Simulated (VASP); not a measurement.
# Li2Bi in VASP: single point with PBE

Aim: the single point of Li2Bi with PBE.

Everything below comes from runs of VASP 6.6.1. Logs are shortened: lines on timing, memory, paths and dates and some standing lists are left out, and cuts for length are marked.

## Step 1: The cell of the first run

The typed cell holds 3 atoms: a = 4.789 Å, b = 4.789 Å, c = 3.028 Å, α = 90.00°, β = 90.00°, γ = 120.00°.

## Step 2: Single point, PBE

The input, INCAR:

```
SYSTEM = Li2Bi
PREC = Accurate
ENCUT = 750
EDIFF = 1E-6
ISMEAR = -1
SIGMA = 0.0229
LREAL = .FALSE.
LASPH = .TRUE.
NELM = 120
ALGO = Normal
ISIF = 2
LWAVE = .FALSE.
LCHARG = .TRUE.
GGA = PE
LELF = .TRUE.
LVHAR = .TRUE.
NBANDS = 18
GGA_COMPAT = .FALSE.
```

The input, KPOINTS:

```
regular mesh
0
G
  6 6 8
  0 0 0
```

The input, POSCAR:

```
Li2Bi
1.0
    4.7892730000      0.0000000000      0.0000000000
   -2.3946370000      4.1476360000      0.0000000000
    0.0000000000      0.0000000000      3.0275050000
Li Bi
2 1
Direct
    0.3333000000      0.6667000000      0.5000000000
    0.6666000000      0.3333000000      0.5000000000
    0.0000000000      0.0000000000      0.0000000000
```

Potentials or basis: VASP PAW PBE potentials, release 64 (Li_sv, Bi_d).

The run is started by

```bash
> cat potpaw_PBE.64/Li_sv/POTCAR potpaw_PBE.64/Bi_d/POTCAR > POTCAR
> mpirun -np 1 vasp_std > vasp.out
```

OUTCAR:

```text
SYSTEM = Li2Bi
   PREC = Accurate
   ENCUT = 750
   EDIFF = 1E-6
   ISMEAR = -1
   LREAL = .FALSE.
   LASPH = .TRUE.
   NELM = 120
   ISIF = 2
   GGA = PE

 ion  position               nearest neighbor table
   1  0.333  0.667  0.500-   3 3.15   3 3.15   3 3.15   3 3.15   3 3.15   3 3.15
   2  0.667  0.333  0.500-   3 3.15   3 3.15   3 3.15   3 3.15   3 3.15   3 3.15
   3  0.000  0.000  0.000-   2 3.15   2 3.15   1 3.15   1 3.15   1 3.15   1 3.15   2 3.15   2 3.15
                             2 3.15   2 3.15   1 3.15   1 3.15

  LATTYP: Found a hexagonal cell.
 ALAT       =     4.7892730000
 C/A-ratio  =     0.6321429161

  Lattice vectors:

 A1 = (   4.7892730000,   0.0000000000,   0.0000000000)
 A2 = (  -2.3946370000,   4.1476360000,   0.0000000000)
 A3 = (   0.0000000000,   0.0000000000,   3.0275050000)

Analysis of symmetry for initial positions (statically):
=====================================================================
 Subroutine PRICEL returns:
 Original cell was already a primitive cell.

 Routine SETGRP: Setting up the symmetry group for a
 hexagonal supercell.

 Subroutine GETGRP returns: Found  4 space group operations
 (whereof  4 operations were pure point group operations)
 out of a pool of 24 trial point group operations.

The static configuration has the point symmetry C_2v.

Analysis of symmetry for dynamics (positions and initial velocities):
=====================================================================
 Subroutine PRICEL returns:
 Original cell was already a primitive cell.

 Routine SETGRP: Setting up the symmetry group for a
 hexagonal supercell.

 Subroutine GETGRP returns: Found  4 space group operations
 (whereof  4 operations were pure point group operations)
 out of a pool of 24 trial point group operations.

The dynamic configuration has the point symmetry C_2v.

 Subroutine INISYM returns: Found  4 space group operations
 (whereof  4 operations are pure point group operations),
 and found     1 'primitive' translations

----------------------------------------------------------------------------------------

                                     Primitive cell

  volume of cell :      60.1388

  direct lattice vectors                    reciprocal lattice vectors
     4.789273000  0.000000000  0.000000000     0.208799958  0.120550623  0.000000000
    -2.394637000  4.147636000  0.000000000     0.000000000  0.241101196  0.000000000
     0.000000000  0.000000000  3.027505000     0.000000000  0.000000000  0.330304987

  length of vectors
     4.789273000  4.789276642  3.027505000     0.241101379  0.241101196  0.330304987

  position of ions in fractional coordinates (direct lattice)
     0.333300000  0.666700000  0.500000000
     0.666600000  0.333300000  0.500000000
     0.000000000  0.000000000  0.000000000

  ion indices of the primitive-cell ions
   primitive index   ion index
                 1           1
                 2           2
                 3           3

----------------------------------------------------------------------------------------

 KPOINTS: regular mesh

Automatic generation of k-mesh.
 Grid dimensions read from file:
 generate k-points for:    6    6    8

 Generating k-lattice:

  Cartesian coordinates                     Fractional coordinates (reciprocal lattice)
     0.034799993  0.020091771  0.000000000     0.166666667  0.000000000  0.000000000
     0.000000000  0.040183533  0.000000000     0.000000000  0.166666667  0.000000000
     0.000000000  0.000000000  0.041288123     0.000000000  0.000000000  0.125000000

  Length of vectors
     0.040183563  0.040183533  0.041288123

  Shift w.r.t. Gamma in fractional coordinates (k-lattice)
     0.000000000  0.000000000  0.000000000

 Subroutine IBZKPT returns following result:
 ===========================================

 Found     65 irreducible k-points:

 Following reciprocal coordinates:
            Coordinates               Weight
  0.000000  0.000000  0.000000      1.000000
  0.166667 -0.000000  0.000000      4.000000
  0.000000  0.166667  0.000000      2.000000
  0.333333  0.000000  0.000000      4.000000
  0.000000  0.333333  0.000000      2.000000
  0.500000 -0.000000  0.000000      2.000000
[... 16 lines left out ...]
  0.333333  0.166667  0.125000      8.000000
 -0.166667  0.500000  0.125000      8.000000
 [... further k-points ...]
   k-points           NKPTS =     65   k-points in BZ     NKDIM =     65   number of bands    NBANDS=     18
   number of dos      NEDOS =    301   number of ions     NIONS =      3
   total plane-waves  NPLWV =  64512
   dimension x,y,z NGX =    48 NGY =   48 NGZ =   28
   dimension x,y,z NGXF=    96 NGYF=   96 NGZF=   56
   ions per type =               2   1
   NGX,Y,Z   is equivalent  to a cutoff of  16.66, 16.66, 15.38 a.u.
   NGXF,Y,Z  is equivalent  to a cutoff of  33.32, 33.32, 30.75 a.u.
 SYSTEM =  Li2Bi
   PREC   = accura    normal or accurate (medium, high low for compatibility)
   ISTART =      0    job   : 0-new  1-cont  2-samecut
   ICHARG =      2    charge: 1-file 2-atom 10-const
   ISPIN  =      1    spin polarized calculation?
   LNONCOLLINEAR =      F non collinear calculations
   LSORBIT =      F    spin-orbit coupling
   LASPH  =      T    aspherical Exc in radial PAW
   ENCUT  =  750.0 eV  55.12 Ry    7.42 a.u.  10.69 10.69  6.76*2*pi/ulx,y,z
   NELM   =    120;   NELMIN=  2; NELMDL= -5     # of ELM steps
   EDIFF  = 0.1E-05   stopping-criterion for ELM
   LREAL  =      F    real-space projection
   EDIFFG = 0.1E-04   stopping-criterion for IOM
   NSW    =      0    number of steps for IOM
   IBRION =     -1    ionic relax: 0-MD 1-quasi-New 2-CG
   NFREE  =      0    steps in history (QN), initial steepest desc. (CG)
   ISIF   =      2    stress and relaxation
   ISYM   =      2    0-nonsym 1-usesym 2-fastsym
   POTIM  = 0.5000    time-step for ionic-motion
   TEBEG  =    0.0;   TEEND  =   0.0 temperature during run
   PSTRESS=    0.0 pullay stress
   NELECT =      21.0000    total number of electrons
   NUPDOWN=      -1.0000    fix difference up-down
   EMIN   =  10.00;   EMAX   =-10.00  energy-range for DOS
   EFERMI =   0.00;   METHOD = LEGACY
   ISMEAR =    -1;   SIGMA  =   0.02  broadening in eV -4-tet -1-fermi 0-gaus
   EFERMI_NEDOS =   21; number of points for ismear=-14 and -15
   IALGO  =     38    algorithm
   IMIX   =      4    mixing-type and parameters
     AMIX     =   0.40;   BMIX     =  1.00
     AMIX_MAG =   1.60;   BMIX_MAG =  1.00
  volume/ion in A,a.u.               =      20.05       135.28
  Fermi-wavevector in a.u.,A,eV,Ry     =   1.152824  2.178521 18.082177  1.329002
  Thomas-Fermi vector in A             =   2.289472
   LORBIT       =      0    0 simple, 1 ext, 2 COOP (PROOUT), +10 PAW based schemes
   GGA     = PE    functional components
   LHFCALC =     F    Hartree Fock is set to
   AEXX    =    0.0000 exact exchange contribution
   IVDW    =     0    specifies the selected vdW correction
   LEPSILON=     F    determine dielectric tensor
   LRPA    =     F    only Hartree local field effects (RPA)
 non-spin polarized calculation
  energy-cutoff  :      750.00
  volume of cell :       60.14
 maximum number of plane-waves:      2827
 NGX is ok and might be reduce to    48
   NGX = 21   NGY = 21   NGZ = 13

 number of electron      21.0000008 magnetization

 Free energy of the ion-electron system (eV)
  ---------------------------------------------------
  ext. energy  EPLUGINS =         0.00000000
  ---------------------------------------------------
  free energy    TOTEN  =        -8.70807946 eV

  energy without entropy =       -8.70635144  energy(sigma->0) =       -8.70721545

 E-fermi :   5.3191     XC(G=0):  -9.0277

 val. band max:        5.2809241060   @ k =   0.3333   0.3333   0.2500
 cond. band min:       5.3360829048   @ k =   0.0000   0.1667   0.3750
 fundamental gap:      0.0551587988
 Fermi energy:         5.3190911012

 k-point     1 :       0.0000    0.0000    0.0000
  band No.  band energies     occupation
      1     -41.9872      2.00000
      2     -41.9600      2.00000
      3     -17.4537      2.00000
      4     -17.1020      2.00000
      5     -17.1020      2.00000
      6     -17.0276      2.00000
[... 10 lines left out ...]
     17      17.4499      0.00000
     18      18.4282      0.00000

 k-point     2 :       0.1667   -0.0000    0.0000
  band No.  band energies     occupation
      1     -41.9856      2.00000
      2     -41.9616      2.00000
      3     -17.4532      2.00000
      4     -17.1018      2.00000
      5     -17.1004      2.00000
      6     -17.0279      2.00000
[... 10 lines left out ...]
     17      16.8318      0.00000
     18      17.6240      0.00000

 k-point     3 :       0.0000    0.1667    0.0000
  band No.  band energies     occupation
      1     -41.9856      2.00000
      2     -41.9616      2.00000
      3     -17.4532      2.00000
      4     -17.1018      2.00000
      5     -17.1004      2.00000
      6     -17.0279      2.00000
[... 10 lines left out ...]
     17      16.8321      0.00000
     18      17.5941      0.00000

 k-point     4 :       0.3333    0.0000    0.0000
  band No.  band energies     occupation
      1     -41.9814      2.00000
      2     -41.9657      2.00000
      3     -17.4523      2.00000
      4     -17.1012      2.00000
      5     -17.0971      2.00000
      6     -17.0285      2.00000
[... 375 lines left out ...]
      4     -17.0976      2.00000
      5     -17.0949      2.00000
      6     -17.0583      2.00000
[... 10 lines left out ...]
     17      14.8464      0.00000
     18      15.4230      0.00000

 k-point    23 :       0.3333    0.1667    0.1250
  band No.  band energies     occupation
      1     -41.9771      2.00000
      2     -41.9681      2.00000
      3     -17.3701      2.00000
      4     -17.0967      2.00000
      5     -17.0931      2.00000
      6     -17.0587      2.00000
[... 10 lines left out ...]
     17      13.6902      0.00000
     18      15.3001      0.00000

 k-point    24 :      -0.1667    0.5000    0.1250
  band No.  band energies     occupation
      1     -41.9771      2.00000
      2     -41.9681      2.00000
      3     -17.3701      2.00000
      4     -17.0967      2.00000
      5     -17.0931      2.00000
      6     -17.0587      2.00000
[... 10 lines left out ...]
     17      13.6900      0.00000
     18      15.3052      0.00000

 [... further k-points ...]

------------------------ aborting loop because EDIFF is reached ----------------------------------------

  FORCE on cell =-STRESS in cart. coord.  units (eV):
  Direction    XX          YY          ZZ          XY          YZ          ZX
  --------------------------------------------------------------------------------------
  -------------------------------------------------------------------------------------
  Total       -0.9273843     -0.9267771      6.7651470      0.0000001      0.0000000      0.0000000
  in kB      -24.7067277    -24.6905512    180.2323409      0.0000030      0.0000000      0.0000000
  external PRESSURE =      43.6116873 kB  Pullay stress =       0.0000000 kB

 VOLUME and BASIS-vectors are now :
 -----------------------------------------------------------------------------
  energy-cutoff  :      750.00
  volume of cell :       60.14
      direct lattice vectors                 reciprocal lattice vectors
     4.789273000  0.000000000  0.000000000     0.208799958  0.120550623  0.000000000
    -2.394637000  4.147636000  0.000000000     0.000000000  0.241101196  0.000000000
     0.000000000  0.000000000  3.027505000     0.000000000  0.000000000  0.330304987

 POSITION                                       TOTAL-FORCE (eV/Angst)
 -----------------------------------------------------------------------------------
     -0.00024      2.76523      1.51375         0.000208     -0.000383      0.000000
      2.39440      1.38241      1.51375         0.000208      0.000383      0.000000
      0.00000      0.00000      0.00000        -0.000417      0.000000      0.000000
 -----------------------------------------------------------------------------------
    total drift:                                0.000019     -0.000000     -0.000000

  FREE ENERGIE OF THE ION-ELECTRON SYSTEM (eV)
  ---------------------------------------------------
  free  energy   TOTEN  =        -8.7080794621 eV

  energy  without entropy=       -8.7063514416  energy(sigma->0) =       -8.70721545
```

It took 65 s on 1 thread of Intel Xeon Platinum 8559C (Emerald Rapids), shared host; peak memory 0.3 GiB.

What came out:

- Free energy: -8.7081 eV
- Pressure: 4.4 GPa
- Band gap on the k mesh: zero (an odd number of electrons rules out a gap without spin polarisation)

Stress tensor (GPa, compression positive):
```
-2.47  0.00  0.00
 0.00 -2.47  0.00
 0.00  0.00 18.02
```

Caveat: the stress differs along the axes, from -2 to 18 GPa; spin-orbit coupling is left out, which moves the levels of the heavy elements.

The gap in the log of VASP goes by the Fermi energy; the results here count the filled bands.